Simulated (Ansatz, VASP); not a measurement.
# Ag: VASP beside Ansatz

INCAR

```
ALGO = Normal
EDIFF = 1E-6
ENCUT = 520
GGA = PS
ISIF = 2
ISMEAR = 0
LASPH = T
LCHARG = F
LREAL = F
LWAVE = F
NBANDS = 12
NELM = 80
PREC = Accurate
SIGMA = 0.15
```

The input KPOINTS:

```
k-points
0
Gamma
  20 20 20
```

POSCAR

```
Ag
1.0
   -1.6556540000      1.6556540000      1.4073059000
    1.6556540000     -1.6556540000      1.4073059000
    1.6556540000      1.6556540000     -1.4073059000
Ag
1
Direct
    0.0000000000      0.0000000000      0.0000000000
```

Input for Ansatz:

```yaml
crystal:
  lattice:
    - [-1.655654, 1.655654, 1.4073059]
    - [1.655654, -1.655654, 1.4073059]
    - [1.655654, 1.655654, -1.4073059]
  atoms:
    - { symbol: Ag, position: [0.0, 0.0, 0.0] }
basis:
  ecutwfc: 420
kpoints:
  mp_grid: { grid: [20, 20, 20] }
hamiltonian:
  xc: pbesol
scf:
  occupations: { method: gaussian, width: 0.15 }
output:
  forces: true
  stress: true
  eigenvalues: true
```

Change from the starting cell: strain -0.1500 x Voigt [0, 0, 1, 0, 0, 0], atoms carried along.

Alike in both runs: task single point; functional PBEsol; k mesh 20 × 20 × 20; occupations gaussian, width 0.15 eV; no spin polarisation.

|  | VASP | Ansatz |
| --- | --- | --- |
| version | VASP 6.6.1 | Ansatz 0.2.0 |
| potentials or method | VASP PAW PBE potentials, release 64 (Ag), cutoff 520 eV | scalar-relativistic, plane waves, PAW |
| valence electrons in the cell | 11 | 19 |

Ansatz gave:

| Property | Result |
| --- | --- |
| gap on the k mesh at the Fermi level (eV) | none |
| pressure (GPa) | 13.0 |
| traceless stress, the component that is largest in VASP (GPa) | 2.42 |

Problem. What did VASP give for the same quantities?

Solution. gap on the k mesh at the Fermi level (eV): none; pressure (GPa): 12.6; traceless stress, the component that is largest in VASP (GPa): 2.40.

VASP's potentials were made for PBE, not for PBEsol. A gap of «none» marks a metal or a gap that the smearing closes. The functional is the same, so the differences come from potentials, cutoffs and numerics. VASP's potentials hold 11 valence electrons a cell and Ansatz's 19, so a difference there can come from the potentials and not from the codes.
